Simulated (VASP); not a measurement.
# CrB3S2 (P6/mmm) in VASP: further runs

CrB3S2 is run at these levels: PBE; tasks: single point.

All numbers are computed with VASP 6.6.1; they aren't measurements. Logs are shortened: lines on timing, memory, paths and dates and some standing lists are left out, and cuts for length are marked.

## (1) The cell of the first run

It takes space group P6/mmm (No. 191, hexagonal). Conventional cell: a = 4.169 Å, b = 4.169 Å, c = 7.177 Å, α = 90.00°, β = 90.00°, γ = 120.00°. Cr (site symmetry 6/mmm) has 2 B at 2.01 Å and 6 S at 2.41 Å within 2.7 Å. Within 2.1 Å of B (site symmetry 6/mmm) lie 2 B at 1.58 Å. Within 2.1 Å of B (site symmetry 6mm) lie 1 B at 1.58 Å and 1 Cr at 2.01 Å. Within 3.2 Å of S (site symmetry -6m2) lie 3 S at 2.41 Å and 3 Cr at 2.41 Å and 6 B at 3.14 Å.

The cell was built from a structure type or drawn by symmetry, and may not be a known phase.

## (2) Single point, PBE

Contents of INCAR:

```
SYSTEM = CrB3S2
PREC = Accurate
ENCUT = 520
EDIFF = 1E-6
ISMEAR = 0
SIGMA = 0.1
LREAL = .FALSE.
LASPH = .TRUE.
NELM = 80
ALGO = Normal
ISIF = 2
LWAVE = .FALSE.
LCHARG = .FALSE.
GGA = PE
NBANDS = 26
```

Contents of KPOINTS:

```
Automatic mesh
0
G
  6 6 4
  0 0 0
```

Contents of POSCAR:

```
CrB3S2
1.0
    4.1688816521      0.0000000000      0.0000000000
   -2.0844408261      3.6103574161      0.0000000000
    0.0000000000      0.0000000000      7.1773073501
Cr B S
1 3 2
Direct
    0.0000000000      0.0000000000      0.5000000000
    0.0000000000      0.0000000000      0.0000000000
    0.0000000000      0.0000000000      0.7803332799
    0.0000000000      0.0000000000      0.2196667201
    0.3333333333      0.6666666667      0.5000000000
    0.6666666667      0.3333333333      0.5000000000
```

Potentials or basis: VASP PAW PBE potentials, release 64 (Cr_pv, B, S).

Started as:

```console
cat potpaw_PBE.64/Cr_pv/POTCAR potpaw_PBE.64/B/POTCAR potpaw_PBE.64/S/POTCAR > POTCAR
mpirun -np 1 vasp_std > vasp.out
```

OUTCAR:

```text
SYSTEM = CrB3S2
   PREC = Accurate
   ENCUT = 520
   EDIFF = 1E-6
   ISMEAR = 0
   LREAL = .FALSE.
   LASPH = .TRUE.
   NELM = 80
   ISIF = 2
   GGA = PE

 ion  position               nearest neighbor table
   1  0.000  0.000  0.500-   3 2.01   4 2.01   5 2.41   6 2.41   6 2.41   5 2.41   6 2.41   5 2.41

   2  0.000  0.000  0.000-   3 1.58   4 1.58
   3  0.000  0.000  0.780-   2 1.58   1 2.01
   4  0.000  0.000  0.220-   2 1.58   1 2.01
   5  0.333  0.667  0.500-   6 2.41   6 2.41   1 2.41   1 2.41   1 2.41   6 2.41
   6  0.667  0.333  0.500-   5 2.41   5 2.41   1 2.41   1 2.41   1 2.41   5 2.41

  LATTYP: Found a hexagonal cell.
 ALAT       =     4.1688816521
 C/A-ratio  =     1.7216385470

  Lattice vectors:

 A1 = (   4.1688816521,   0.0000000000,   0.0000000000)
 A2 = (  -2.0844408261,   3.6103574161,   0.0000000000)
 A3 = (   0.0000000000,   0.0000000000,   7.1773073501)

Analysis of symmetry for initial positions (statically):
=====================================================================
 Subroutine PRICEL returns:
 Original cell was already a primitive cell.

 Routine SETGRP: Setting up the symmetry group for a
 hexagonal supercell.

 Subroutine GETGRP returns: Found 24 space group operations
 (whereof 24 operations were pure point group operations)
 out of a pool of 24 trial point group operations.

The static configuration has the point symmetry D_6h.

Analysis of symmetry for dynamics (positions and initial velocities):
=====================================================================
 Subroutine PRICEL returns:
 Original cell was already a primitive cell.

 Routine SETGRP: Setting up the symmetry group for a
 hexagonal supercell.

 Subroutine GETGRP returns: Found 24 space group operations
 (whereof 24 operations were pure point group operations)
 out of a pool of 24 trial point group operations.

The dynamic configuration has the point symmetry D_6h.

 Subroutine INISYM returns: Found 24 space group operations
 (whereof 24 operations are pure point group operations),
 and found     1 'primitive' translations

----------------------------------------------------------------------------------------

                                     Primitive cell

  volume of cell :     108.0267

  direct lattice vectors                    reciprocal lattice vectors
     4.168881652  0.000000000  0.000000000     0.239872485  0.138490444  0.000000000
    -2.084440826  3.610357416  0.000000000     0.000000000  0.276980887  0.000000000
     0.000000000  0.000000000  7.177307350     0.000000000  0.000000000  0.139328017

  length of vectors
     4.168881652  4.168881652  7.177307350     0.276980887  0.276980887  0.139328017

  position of ions in fractional coordinates (direct lattice)
     0.000000000  0.000000000  0.500000000
     0.000000000  0.000000000  0.000000000
     0.000000000  0.000000000  0.780333280
     0.000000000  0.000000000  0.219666720
     0.333333333  0.666666667  0.500000000
     0.666666667  0.333333333  0.500000000

  ion indices of the primitive-cell ions
   primitive index   ion index
                 1           1
                 2           2
                 3           3
                 4           4
                 5           5
                 6           6

----------------------------------------------------------------------------------------

 KPOINTS: Automatic mesh

Automatic generation of k-mesh.
 Grid dimensions read from file:
 generate k-points for:    6    6    4

 Generating k-lattice:

  Cartesian coordinates                     Fractional coordinates (reciprocal lattice)
     0.039978747  0.023081741  0.000000000     0.166666667 -0.000000000  0.000000000
     0.000000000  0.046163481  0.000000000     0.000000000  0.166666667  0.000000000
     0.000000000  0.000000000  0.034832004     0.000000000  0.000000000  0.250000000

  Length of vectors
     0.046163481  0.046163481  0.034832004

  Shift w.r.t. Gamma in fractional coordinates (k-lattice)
     0.000000000  0.000000000  0.000000000

 Subroutine IBZKPT returns following result:
 ===========================================

 Found     21 irreducible k-points:

 Following reciprocal coordinates:
            Coordinates               Weight
  0.000000  0.000000  0.000000      1.000000
  0.166667 -0.000000  0.000000      6.000000
  0.333333  0.000000  0.000000      6.000000
  0.500000 -0.000000  0.000000      3.000000
  0.166667  0.166667  0.000000      6.000000
  0.333333  0.166667  0.000000     12.000000
[... 13 lines left out ...]
  0.333333  0.166667  0.500000     12.000000
  0.333333  0.333333  0.500000      2.000000
   k-points           NKPTS =     21   k-points in BZ     NKDIM =     21   number of bands    NBANDS=     26
   number of dos      NEDOS =    301   number of ions     NIONS =      6
   total plane-waves  NPLWV =  55296
   dimension x,y,z NGX =    32 NGY =   32 NGZ =   54
   dimension x,y,z NGXF=    64 NGYF=   64 NGZF=  108
   ions per type =               1   3   2
   NGX,Y,Z   is equivalent  to a cutoff of  12.76, 12.76, 12.51 a.u.
   NGXF,Y,Z  is equivalent  to a cutoff of  25.52, 25.52, 25.02 a.u.
 SYSTEM =  CrB3S2
   PREC   = accura    normal or accurate (medium, high low for compatibility)
   ISTART =      0    job   : 0-new  1-cont  2-samecut
   ICHARG =      2    charge: 1-file 2-atom 10-const
   ISPIN  =      1    spin polarized calculation?
   LNONCOLLINEAR =      F non collinear calculations
   LSORBIT =      F    spin-orbit coupling
   LASPH  =      T    aspherical Exc in radial PAW
   ENCUT  =  520.0 eV  38.22 Ry    6.18 a.u.   7.75  7.75 13.35*2*pi/ulx,y,z
   NELM   =     80;   NELMIN=  2; NELMDL= -5     # of ELM steps
   EDIFF  = 0.1E-05   stopping-criterion for ELM
   LREAL  =      F    real-space projection
   EDIFFG = 0.1E-04   stopping-criterion for IOM
   NSW    =      0    number of steps for IOM
   IBRION =     -1    ionic relax: 0-MD 1-quasi-New 2-CG
   NFREE  =      0    steps in history (QN), initial steepest desc. (CG)
   ISIF   =      2    stress and relaxation
   ISYM   =      2    0-nonsym 1-usesym 2-fastsym
   POTIM  = 0.5000    time-step for ionic-motion
   TEBEG  =    0.0;   TEEND  =   0.0 temperature during run
   PSTRESS=    0.0 pullay stress
   NELECT =      33.0000    total number of electrons
   NUPDOWN=      -1.0000    fix difference up-down
   EMIN   =  10.00;   EMAX   =-10.00  energy-range for DOS
   EFERMI =   0.00;   METHOD = LEGACY
   ISMEAR =     0;   SIGMA  =   0.10  broadening in eV -4-tet -1-fermi 0-gaus
   EFERMI_NEDOS =   21; number of points for ismear=-14 and -15
   IALGO  =     38    algorithm
   IMIX   =      4    mixing-type and parameters
     AMIX     =   0.40;   BMIX     =  1.00
     AMIX_MAG =   1.60;   BMIX_MAG =  1.00
  volume/ion in A,a.u.               =      18.00       121.50
  Fermi-wavevector in a.u.,A,eV,Ry     =   1.102560  2.083537 16.539777  1.215639
  Thomas-Fermi vector in A             =   2.239005
   LORBIT       =      0    0 simple, 1 ext, 2 COOP (PROOUT), +10 PAW based schemes
   GGA     = PE    functional components
   LHFCALC =     F    Hartree Fock is set to
   AEXX    =    0.0000 exact exchange contribution
   IVDW    =     0    specifies the selected vdW correction
   LEPSILON=     F    determine dielectric tensor
   LRPA    =     F    only Hartree local field effects (RPA)
 non-spin polarized calculation
 Gauss-broadening in eV      SIGMA  =   0.10
  energy-cutoff  :      520.00
  volume of cell :      108.03
 maximum number of plane-waves:      2946
 NGX is ok and might be reduce to    32
   NGX = 15   NGY = 15   NGZ = 27

 number of electron      33.0000002 magnetization

 Free energy of the ion-electron system (eV)
  ---------------------------------------------------
  ext. energy  EPLUGINS =         0.00000000
  ---------------------------------------------------
  free energy    TOTEN  =       -30.75967339 eV

  energy without entropy =      -30.73071385  energy(sigma->0) =      -30.74519362

 E-fermi :   2.4419     XC(G=0):  -8.8714

 val. band max:        2.3983461683   @ k =   0.1667  -0.0000   0.0000
 cond. band min:       2.4493325421   @ k =   0.5000  -0.0000   0.0000
 fundamental gap:      0.0509863737
 Fermi energy:         2.4419478941

 k-point     1 :       0.0000    0.0000    0.0000
  band No.  band energies     occupation
      1     -40.6898      2.00000
      2     -40.6898      2.00000
      3     -40.6616      2.00000
      4     -13.7126      2.00000
      5      -7.0662      2.00000
      6      -5.6834      2.00000
[... 18 lines left out ...]
     25       7.8458      0.00000
     26       9.7610      0.00000

 k-point     2 :       0.1667   -0.0000    0.0000
  band No.  band energies     occupation
      1     -40.6913      2.00000
      2     -40.6901      2.00000
      3     -40.6615      2.00000
      4     -13.4537      2.00000
      5      -8.1858      2.00000
      6      -5.6108      2.00000
[... 18 lines left out ...]
     25       8.5644      0.00000
     26       9.2388      0.00000

 k-point     3 :       0.3333    0.0000    0.0000
  band No.  band energies     occupation
      1     -40.6945      2.00000
      2     -40.6908      2.00000
      3     -40.6614      2.00000
      4     -12.7384      2.00000
      5      -9.7666      2.00000
      6      -5.4682      2.00000
[... 485 lines left out ...]
 k-point    20 :       0.3333    0.1667    0.5000
  band No.  band energies     occupation
      1     -40.6952      2.00000
      2     -40.6920      2.00000
      3     -40.6613      2.00000
      4     -12.1346      2.00000
      5     -10.5591      2.00000
      6      -5.3244      2.00000
[... 18 lines left out ...]
     25       9.1664      0.00000
     26       9.5106      0.00000

 k-point    21 :       0.3333    0.3333    0.5000
  band No.  band energies     occupation
      1     -40.6941      2.00000
      2     -40.6941      2.00000
      3     -40.6612      2.00000
      4     -11.3541      2.00000
      5     -11.3541      2.00000
      6      -5.7684      2.00000
[... 18 lines left out ...]
     25       9.5034      0.00000
     26       9.5034      0.00000

------------------------ aborting loop because EDIFF is reached ----------------------------------------

  FORCE on cell =-STRESS in cart. coord.  units (eV):
  Direction    XX          YY          ZZ          XY          YZ          ZX
  --------------------------------------------------------------------------------------
  -------------------------------------------------------------------------------------
  Total        0.1296045      0.1296045      0.2951290     -0.0000000      0.0000000      0.0000000
  in kB        1.9222036      1.9222036      4.3771471     -0.0000000      0.0000000      0.0000000
  external PRESSURE =       2.7405181 kB  Pullay stress =       0.0000000 kB

 VOLUME and BASIS-vectors are now :
 -----------------------------------------------------------------------------
  energy-cutoff  :      520.00
  volume of cell :      108.03
      direct lattice vectors                 reciprocal lattice vectors
     4.168881652  0.000000000  0.000000000     0.239872485  0.138490444  0.000000000
    -2.084440826  3.610357416  0.000000000     0.000000000  0.276980887  0.000000000
     0.000000000  0.000000000  7.177307350     0.000000000  0.000000000  0.139328017

 POSITION                                       TOTAL-FORCE (eV/Angst)
 -----------------------------------------------------------------------------------
      0.00000      0.00000      3.58865        -0.000000      0.000000      0.000000
      0.00000      0.00000      0.00000        -0.000000      0.000000      0.000000
      0.00000      0.00000      5.60069        -0.000000      0.000000     -0.060945
      0.00000      0.00000      1.57662        -0.000000     -0.000000      0.060945
     -0.00000      2.40690      3.58865        -0.000000      0.000000      0.000000
      2.08444      1.20345      3.58865         0.000000     -0.000000      0.000000
 -----------------------------------------------------------------------------------
    total drift:                                0.000000     -0.000000      0.000000

  FREE ENERGIE OF THE ION-ELECTRON SYSTEM (eV)
  ---------------------------------------------------
  free  energy   TOTEN  =       -30.7596733940 eV

  energy  without entropy=      -30.7307138505  energy(sigma->0) =      -30.74519362
```

Run time: 80 s. Hardware: 1 thread of Intel Xeon Platinum 8488C (Sapphire Rapids), shared host; peak memory 0.25 GiB.

What came out:

```
Free energy            : -30.7597 eV
Pressure               : 0.3 GPa
Largest force          : 0.061 eV/Å
Band gap on the k mesh : zero (an odd number of electrons rules out a gap without spin polarisation)
```

Forces in eV/Å, atoms in the order of the input:
```
Cr   0.000  0.000  0.000
B    0.000  0.000  0.000
B    0.000  0.000 -0.061
B    0.000  0.000  0.061
S    0.000  0.000  0.000
S    0.000  0.000  0.000
```

Levels at points of the mesh, in eV from the Fermi level:
```csv
k point,band 13,band 14,band 15,band 16,band 17,band 18,band 19,band 20
"(0.00, 0.00, 0.00)",-1.76,-1.01,-1.01,0.32,0.74,0.74,0.99,1.96
"(0.50, 0.00, 0.00)",-2.10,-1.29,-1.26,0.01,0.08,0.55,0.92,0.99
"(0.00, 0.00, 0.50)",-1.67,-1.23,-1.23,0.32,0.44,1.12,1.12,1.96
"(0.50, 0.00, 0.50)",-2.10,-1.55,-0.45,-0.44,0.55,0.86,0.88,0.94
```

Caveat: the run has no spin polarisation, though such a crystal can be magnetic. Spin polarisation is off, so any magnetic state and its effect on volume and gap are missing.

## (3) Single point, PBE, collinear spin, ferromagnetic start

This run uses another cell than the first one, of 15.80 Å³/atom.

Contents of INCAR:

```
SYSTEM = CrB3S2
PREC = Accurate
ENCUT = 520
EDIFF = 1E-7
ISMEAR = 0
SIGMA = 0.1
LREAL = .FALSE.
LASPH = .TRUE.
NELM = 150
ALGO = Normal
ISIF = 2
LWAVE = .FALSE.
LCHARG = .FALSE.
ISPIN = 2
MAGMOM = 3 0 0 0 0 0
LORBIT = 11
LMAXMIX = 4
GGA = PE
NBANDS = 30
```

Contents of KPOINTS:

```
Automatic mesh
0
G
  6 6 2
  0 0 0
```

Contents of POSCAR:

```
CrB3S2
1.0
    3.8044010600      0.0000000000      0.0000000000
   -1.9022005300      3.2947079600      0.0000000000
    0.0000000000      0.0000000000      7.5611337100
Cr B S
1 3 2
Direct
    0.0000000000      0.0000000000      0.5000000000
    0.0000000000      0.0000000000      0.0000000000
    0.0000000000      0.0000000000      0.7288393000
    0.0000000000      0.0000000000      0.2711607000
    0.3333333300      0.6666666700      0.5000000000
    0.6666666700      0.3333333300      0.5000000000
```

Potentials or basis: VASP PAW PBE potentials, release 64 (Cr_pv, B, S).

Started as:

```console
cat potpaw_PBE.64/Cr_pv/POTCAR potpaw_PBE.64/B/POTCAR potpaw_PBE.64/S/POTCAR > POTCAR
mpirun -np 1 vasp_std > vasp.out
```

It took 2.6 min on 1 thread of Intel Xeon Platinum 8488C (Sapphire Rapids), shared host; peak memory 0.26 GiB.

Results (log left out):

```yaml
Free_energy: -25.2752 eV
Pressure: 22.4 GPa
Largest_force: 9.102 eV/Å
Net_moment: 0.00 μB per cell
Valence_electrons_inside_the_program's_atomic_spheres: Cr 12.19; B 1.40, 1.63 (each value once); S 3.73
```

Forces on the atoms (eV/Å):
```
Cr   0.000  0.000  0.000
B    0.000  0.000  0.000
B    0.000  0.000  9.102
B    0.000  0.000 -9.102
S    0.000  0.000  0.000
S    0.000  0.000  0.000
```

Stress tensor (GPa, compression positive):
```
31.19  0.00  0.00
 0.00 31.19  0.00
 0.00  0.00  4.93
```

Levels at points of the mesh, in eV from the Fermi level:
Spin up:
```csv
k point,band 12,band 13,band 14,band 15,band 16,band 17,band 18,band 19,band 20,band 21
"(0.00, 0.00, 0.00)",-2.78,-2.78,-2.76,-2.76,0.25,1.36,1.39,1.67,1.67,2.29
"(0.50, 0.00, 0.00)",-3.54,-3.29,-2.89,-1.65,-0.09,0.56,0.71,0.74,1.72,2.23
"(0.00, 0.00, 0.50)",-2.81,-2.81,-2.74,-2.74,-0.10,0.25,2.01,2.01,2.29,2.29
"(0.50, 0.00, 0.50)",-3.54,-3.35,-3.32,-1.07,-0.75,-0.18,0.72,0.75,1.45,1.62
```
Spin down:
```csv
k point,band 14,band 15,band 16,band 17,band 18,band 19
"(0.00, 0.00, 0.00)",-2.76,-2.76,0.25,1.36,1.39,1.67
"(0.50, 0.00, 0.00)",-2.89,-1.65,-0.09,0.56,0.71,0.75
"(0.00, 0.00, 0.50)",-2.74,-2.74,-0.10,0.25,2.01,2.01
"(0.50, 0.00, 0.50)",-3.32,-1.07,-0.75,-0.18,0.72,0.75
```

Caveat: the k points lie up to 0.42 Å⁻¹ apart; forces of over 1 eV/Å act on the atoms, so gaps and moduli don't describe the material at rest. With open d or f shells a metallic result of PBE can be an artefact of self-interaction; +U or a hybrid may open a gap.

[end of part 1 of 2]
